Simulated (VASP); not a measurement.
A run of VASP 6.6.1 is set up as follows.

INCAR

```
SYSTEM = PbF2
ALGO = Normal
EDIFF = 1E-7
ENCUT = 520
GGA = CA
ISIF = 2
ISMEAR = 0
LASPH = .TRUE.
LCHARG = .FALSE.
LREAL = .FALSE.
LWAVE = .FALSE.
NBANDS = 21
NELM = 80
PREC = Accurate
SIGMA = 0.05
```

The input KPOINTS:

```
k-points
0
G
  8 8 8
  0 0 0
```

POSCAR

```
PbF2
1.0
    0.0000000000      2.9809869375      2.9809869375
    2.9698500000      0.0111369375      2.9698500000
    2.9698500000      2.9698500000      0.0111369375
Pb F
1 2
Direct
    0.0000000000      0.0000000000      0.0000000000
    0.2500000000      0.2500000000      0.2500000000
    0.7500000000      0.7500000000      0.7500000000
```

Potentials or basis: VASP PAW LDA potentials, release 64 (Pb_d, F).

Run with:

```bash
$ cat potpaw_LDA.64/Pb_d/POTCAR potpaw_LDA.64/F/POTCAR > POTCAR
$ mpirun -np 1 vasp_std > vasp.out
```

Question: Estimate the band gap on the k mesh.

Answer: 4.22 eV (least direct gap 4.38 eV).

Question: What does it give for the largest force?

Answer: 0.014 eV/Å.

Stress tensor (GPa, compression positive):
```
-4.93  0.00  0.00
 0.00 -4.93 -0.21
 0.00 -0.21 -4.93
```

Caveat: the cell differs from its parent crystal (strain +0.0075 x Voigt [0, 0, 0, 1, 0, 0]); the cell stands under tension; spin-orbit coupling is left out, which moves the levels of the heavy elements. A k mesh can miss the band edges.
